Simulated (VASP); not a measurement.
# BeTe (Pmma) in VASP: a series of runs

The runs below take BeTe through single point, relaxation of cell and atoms, with PBE.

All numbers are computed with VASP 6.6.1; they aren't measurements. Logs are shortened: lines on timing, memory, paths and dates and some standing lists are left out, and cuts for length are marked.

## 1. The cell of the first run

It takes space group Pmma (No. 51, orthorhombic). Conventional cell: a = 7.433 Å, b = 4.232 Å, c = 4.007 Å, α = 90.00°, β = 90.00°, γ = 90.00°. Within 3.2 Å of Be (site symmetry mm2) lie 6 Te at 2.34 to 3.18 Å and 4 Be at 3.16 Å. Within 2.8 Å of Be (site symmetry 2/m) lie 4 Te at 2.12 to 2.34 Å. Within 3.2 Å of Te (site symmetry mm2) lie 6 Be at 2.34 to 3.18 Å and 4 Te at 3.16 Å. Within 2.8 Å of Te (site symmetry 2/m) lie 4 Be at 2.12 to 2.34 Å.

The cell was built from a structure type or drawn by symmetry, and may not be a known phase.

## 2. Single point, PBE

INCAR

```
  PREC = Accurate
  ENCUT = 520
  EDIFF = 1E-6
  ISMEAR = 0
  SIGMA = 0.1
  LREAL = False
  LASPH = True
  NELM = 60
  ALGO = Normal
  ISIF = 2
  LWAVE = False
  LCHARG = True
  GGA = PE
  LELF = True
  LVHAR = True
  NBANDS = 26
```

KPOINTS

```
Automatic mesh
0
Gamma
  4 4 4
```

POSCAR

```
BeTe
1.0
    7.4332013500      0.0000000000      0.0000000000
    0.0000000000      4.2323677300      0.0000000000
    0.0000000000      0.0000000000      4.0074785200
Be Te
4 4
Direct
    0.7500000000      0.0000000000      0.3554073800
    0.0000000000      0.5000000000      0.0000000000
    0.2500000000      0.0000000000      0.6445926200
    0.5000000000      0.5000000000      0.0000000000
    0.7500000000      0.5000000000      0.6445926200
    0.0000000000      0.0000000000      0.0000000000
    0.2500000000      0.5000000000      0.3554073800
    0.5000000000      0.0000000000      0.0000000000
```

Potentials or basis: VASP PAW PBE potentials, release 64 (Be, Te).

Launch:

```console
$ cat potpaw_PBE.64/Be/POTCAR potpaw_PBE.64/Te/POTCAR > POTCAR
$ mpirun -np 1 vasp_std > vasp.out
```

OUTCAR:

```text
PREC = Accurate
   ENCUT = 520
   EDIFF = 1E-6
   ISMEAR = 0
   LREAL = False
   LASPH = True
   NELM = 60
   ISIF = 2
   GGA = PE

 ion  position               nearest neighbor table
   1  0.750  0.000  0.355-   6 2.34   8 2.34   5 2.41   5 2.41
   2  0.000  0.500  0.000-   6 2.12   6 2.12   7 2.34   5 2.34
   3  0.250  0.000  0.645-   6 2.34   8 2.34   7 2.41   7 2.41
   4  0.500  0.500  0.000-   8 2.12   8 2.12   5 2.34   7 2.34
   5  0.750  0.500  0.645-   2 2.34   4 2.34   1 2.41   1 2.41   8 3.16   6 3.16   6 3.16   8 3.16

   6  0.000  0.000  0.000-   2 2.12   2 2.12   3 2.34   1 2.34   7 3.16   5 3.16   5 3.16   7 3.16

   7  0.250  0.500  0.355-   2 2.34   4 2.34   3 2.41   3 2.41   8 3.16   6 3.16   6 3.16   8 3.16

   8  0.500  0.000  0.000-   4 2.12   4 2.12   1 2.34   3 2.34   7 3.16   5 3.16   5 3.16   7 3.16

  LATTYP: Found a simple orthorhombic cell.
 ALAT       =     4.0074785200
 B/A-ratio  =     1.0561173838
 C/A-ratio  =     1.8548324870

  Lattice vectors:

 A1 = (   0.0000000000,   0.0000000000,  -4.0074785200)
 A2 = (   0.0000000000,   4.2323677300,   0.0000000000)
 A3 = (   7.4332013500,   0.0000000000,   0.0000000000)

Analysis of symmetry for initial positions (statically):
=====================================================================
 Subroutine PRICEL returns:
 Original cell was already a primitive cell.

 Routine SETGRP: Setting up the symmetry group for a
 simple orthorhombic supercell.

 Subroutine GETGRP returns: Found  8 space group operations
 (whereof  4 operations were pure point group operations)
 out of a pool of  8 trial point group operations.

The static configuration has the point symmetry C_2h.
 The point group associated with its full space group is D_2h.

Analysis of symmetry for dynamics (positions and initial velocities):
=====================================================================
 Subroutine PRICEL returns:
 Original cell was already a primitive cell.

 Routine SETGRP: Setting up the symmetry group for a
 simple orthorhombic supercell.

 Subroutine GETGRP returns: Found  8 space group operations
 (whereof  4 operations were pure point group operations)
 out of a pool of  8 trial point group operations.

The dynamic configuration has the point symmetry C_2h.
 The point group associated with its full space group is D_2h.

 Subroutine INISYM returns: Found  8 space group operations
 (whereof  4 operations are pure point group operations),
 and found     1 'primitive' translations

----------------------------------------------------------------------------------------

                                     Primitive cell

  volume of cell :     126.0754

  direct lattice vectors                    reciprocal lattice vectors
     7.433201350  0.000000000  0.000000000     0.134531537  0.000000000  0.000000000
     0.000000000  4.232367730  0.000000000     0.000000000  0.236274366  0.000000000
     0.000000000  0.000000000  4.007478520     0.000000000  0.000000000  0.249533465

  length of vectors
     7.433201350  4.232367730  4.007478520     0.134531537  0.236274366  0.249533465

  position of ions in fractional coordinates (direct lattice)
     0.750000000  0.000000000  0.355407380
     0.000000000  0.500000000  0.000000000
     0.250000000  0.000000000  0.644592620
     0.500000000  0.500000000  0.000000000
     0.750000000  0.500000000  0.644592620
     0.000000000  0.000000000  0.000000000
     0.250000000  0.500000000  0.355407380
     0.500000000  0.000000000  0.000000000

  ion indices of the primitive-cell ions
   primitive index   ion index
                 1           1
                 2           2
                 3           3
                 4           4
                 5           5
                 6           6
                 7           7
                 8           8

----------------------------------------------------------------------------------------

 KPOINTS: Automatic mesh

Automatic generation of k-mesh.
 Grid dimensions read from file:
 generate k-points for:    4    4    4

 Generating k-lattice:

  Cartesian coordinates                     Fractional coordinates (reciprocal lattice)
     0.033632884  0.000000000  0.000000000     0.250000000  0.000000000  0.000000000
     0.000000000  0.059068591  0.000000000     0.000000000  0.250000000  0.000000000
     0.000000000  0.000000000  0.062383366     0.000000000  0.000000000  0.250000000

  Length of vectors
     0.033632884  0.059068591  0.062383366

  Shift w.r.t. Gamma in fractional coordinates (k-lattice)
     0.000000000  0.000000000  0.000000000

 Subroutine IBZKPT returns following result:
 ===========================================

 Found     27 irreducible k-points:

 Following reciprocal coordinates:
            Coordinates               Weight
  0.000000  0.000000  0.000000      1.000000
  0.250000  0.000000  0.000000      2.000000
  0.500000  0.000000  0.000000      1.000000
  0.000000  0.250000  0.000000      2.000000
  0.250000  0.250000  0.000000      4.000000
  0.500000  0.250000  0.000000      2.000000
[... 16 lines left out ...]
  0.250000  0.250000  0.500000      4.000000
  0.500000  0.250000  0.500000      2.000000
 [... further k-points ...]
   k-points           NKPTS =     27   k-points in BZ     NKDIM =     27   number of bands    NBANDS=     26
   number of dos      NEDOS =    301   number of ions     NIONS =      8
   total plane-waves  NPLWV =  53760
   dimension x,y,z NGX =    56 NGY =   32 NGZ =   30
   dimension x,y,z NGXF=   112 NGYF=   64 NGZF=   60
   ions per type =               4   4
   NGX,Y,Z   is equivalent  to a cutoff of  12.52, 12.57, 12.45 a.u.
   NGXF,Y,Z  is equivalent  to a cutoff of  25.05, 25.14, 24.89 a.u.
 SYSTEM =  unknown system
   PREC   = accura    normal or accurate (medium, high low for compatibility)
   ISTART =      0    job   : 0-new  1-cont  2-samecut
   ICHARG =      2    charge: 1-file 2-atom 10-const
   ISPIN  =      1    spin polarized calculation?
   LNONCOLLINEAR =      F non collinear calculations
   LSORBIT =      F    spin-orbit coupling
   LASPH  =      T    aspherical Exc in radial PAW
   ENCUT  =  520.0 eV  38.22 Ry    6.18 a.u.  13.82  7.87  7.45*2*pi/ulx,y,z
   NELM   =     60;   NELMIN=  2; NELMDL= -5     # of ELM steps
   EDIFF  = 0.1E-05   stopping-criterion for ELM
   LREAL  =      F    real-space projection
   EDIFFG = 0.1E-04   stopping-criterion for IOM
   NSW    =      0    number of steps for IOM
   IBRION =     -1    ionic relax: 0-MD 1-quasi-New 2-CG
   NFREE  =      0    steps in history (QN), initial steepest desc. (CG)
   ISIF   =      2    stress and relaxation
   ISYM   =      2    0-nonsym 1-usesym 2-fastsym
   POTIM  = 0.5000    time-step for ionic-motion
   TEBEG  =    0.0;   TEEND  =   0.0 temperature during run
   PSTRESS=    0.0 pullay stress
   NELECT =      32.0000    total number of electrons
   NUPDOWN=      -1.0000    fix difference up-down
   EMIN   =  10.00;   EMAX   =-10.00  energy-range for DOS
   EFERMI =   0.00;   METHOD = LEGACY
   ISMEAR =     0;   SIGMA  =   0.10  broadening in eV -4-tet -1-fermi 0-gaus
   EFERMI_NEDOS =   21; number of points for ismear=-14 and -15
   IALGO  =     38    algorithm
   IMIX   =      4    mixing-type and parameters
     AMIX     =   0.40;   BMIX     =  1.00
     AMIX_MAG =   1.60;   BMIX_MAG =  1.00
  volume/ion in A,a.u.               =      15.76       106.35
  Fermi-wavevector in a.u.,A,eV,Ry     =   1.036529  1.958755 14.617987  1.074392
  Thomas-Fermi vector in A             =   2.170924
   LORBIT       =      0    0 simple, 1 ext, 2 COOP (PROOUT), +10 PAW based schemes
   GGA     = PE    functional components
   LHFCALC =     F    Hartree Fock is set to
   AEXX    =    0.0000 exact exchange contribution
   IVDW    =     0    specifies the selected vdW correction
   LEPSILON=     F    determine dielectric tensor
   LRPA    =     F    only Hartree local field effects (RPA)
 non-spin polarized calculation
 Gauss-broadening in eV      SIGMA  =   0.10
  energy-cutoff  :      520.00
  volume of cell :      126.08
 maximum number of plane-waves:      3432
 NGX is ok and might be reduce to    56
   NGX = 27   NGY = 15   NGZ = 15

 number of electron      32.0000001 magnetization

 Free energy of the ion-electron system (eV)
  ---------------------------------------------------
  ext. energy  EPLUGINS =         0.00000000
  ---------------------------------------------------
  free energy    TOTEN  =       -21.00404222 eV

  energy without entropy =      -21.00351574  energy(sigma->0) =      -21.00377898

 E-fermi :  10.3250     XC(G=0): -10.7074

 val. band max:       10.2077327967   @ k =   0.0000   0.5000   0.0000
 cond. band min:      10.4409645276   @ k =   0.0000   0.0000   0.0000
 fundamental gap:      0.2332317309
 Fermi energy:        10.3250409689

 k-point     1 :       0.0000    0.0000    0.0000
  band No.  band energies     occupation
      1      -5.4358      2.00000
      2      -3.3329      2.00000
      3      -3.0649      2.00000
      4      -0.0870      2.00000
      5       2.7739      2.00000
      6       4.0812      2.00000
[... 18 lines left out ...]
     25      15.2127      0.00000
     26      15.6186      0.00000

 k-point     2 :       0.2500    0.0000    0.0000
  band No.  band energies     occupation
      1      -5.2892      2.00000
      2      -4.1496      2.00000
      3      -2.1019      2.00000
      4      -0.3274      2.00000
      5       2.9210      2.00000
      6       3.9750      2.00000
[... 18 lines left out ...]
     25      14.8821      0.00000
     26      15.2896      0.00000

 k-point     3 :       0.5000    0.0000    0.0000
  band No.  band energies     occupation
      1      -4.8542      2.00000
      2      -4.8542      2.00000
      3      -1.0555      2.00000
      4      -1.0555      2.00000
      5       3.3466      2.00000
      6       3.3466      2.00000
[... 572 lines left out ...]
 k-point    23 :       0.2500    0.2500    0.5000
  band No.  band energies     occupation
      1      -3.8245      2.00000
      2      -3.0803      2.00000
      3      -2.2842      2.00000
      4      -1.5786      2.00000
      5       2.1660      2.00000
      6       2.1712      2.00000
[... 18 lines left out ...]
     25      15.8587      0.00000
     26      16.5674      0.00000

 k-point    24 :       0.5000    0.2500    0.5000
  band No.  band energies     occupation
      1      -3.5090      2.00000
      2      -3.5090      2.00000
      3      -1.9296      2.00000
      4      -1.9296      2.00000
      5       2.2128      2.00000
      6       2.2128      2.00000
[... 18 lines left out ...]
     25      15.4680      0.00000
     26      15.4680      0.00000

 [... further k-points ...]
[... 5 lines left out ...]
  --------------------------------------------------------------------------------------
  -------------------------------------------------------------------------------------
  Total       22.6657419     44.6715409     15.8141424      0.0000000      0.0000000     -0.0000000
  in kB      288.0381596    567.6897088    200.9674549      0.0000000      0.0000000     -0.0000000
  external PRESSURE =     352.2317745 kB  Pullay stress =       0.0000000 kB

 VOLUME and BASIS-vectors are now :
 -----------------------------------------------------------------------------
  energy-cutoff  :      520.00
  volume of cell :      126.08
      direct lattice vectors                 reciprocal lattice vectors
     7.433201350  0.000000000  0.000000000     0.134531537  0.000000000  0.000000000
     0.000000000  4.232367730  0.000000000     0.000000000  0.236274366  0.000000000
     0.000000000  0.000000000  4.007478520     0.000000000  0.000000000  0.249533465

 POSITION                                       TOTAL-FORCE (eV/Angst)
 -----------------------------------------------------------------------------------
      5.57490      0.00000      1.42429         0.000000      0.000000      0.849237
      0.00000      2.11618      0.00000         0.000000      0.000000      0.000000
      1.85830      0.00000      2.58319         0.000000      0.000000     -0.849237
      3.71660      2.11618      0.00000         0.000000      0.000000      0.000000
      5.57490      2.11618      2.58319         0.000000     -0.000000     -3.419487
      0.00000      0.00000      0.00000         0.000000      0.000000      0.000000
      1.85830      2.11618      1.42429         0.000000      0.000000      3.419487
      3.71660      0.00000      0.00000         0.000000      0.000000      0.000000
 -----------------------------------------------------------------------------------
    total drift:                               -0.000000      0.000000      0.000000

  FREE ENERGIE OF THE ION-ELECTRON SYSTEM (eV)
  ---------------------------------------------------
  free  energy   TOTEN  =       -21.0040422176 eV

  energy  without entropy=      -21.0035157401  energy(sigma->0) =      -21.00377898
```

It took 37 s on 1 thread of Intel Xeon 6975P-C (Granite Rapids), shared host; peak memory 0.25 GiB.

Results:

```yaml
Free_energy: -21.0040 eV
Pressure: 35.2 GPa
Largest_force: 3.419 eV/Å
Band_gap_on_the_k_mesh: zero (bands 16 and 17 overlap by 0.30 eV)
```

Forces on the atoms (eV/Å):
```
Be   0.000  0.000  0.849
Be   0.000  0.000  0.000
Be   0.000  0.000 -0.849
Be   0.000  0.000  0.000
Te   0.000  0.000 -3.419
Te   0.000  0.000  0.000
Te   0.000  0.000  3.419
Te   0.000  0.000  0.000
```

Caveat: the k points lie up to 0.39 Å⁻¹ apart; semilocal functionals underestimate gaps, so a narrow gap can read as zero; spin-orbit coupling is left out, which moves the levels of the heavy elements; forces of over 1 eV/Å act on the atoms, so gaps and moduli don't describe the material at rest.

(Continued in part 2 of 2.)
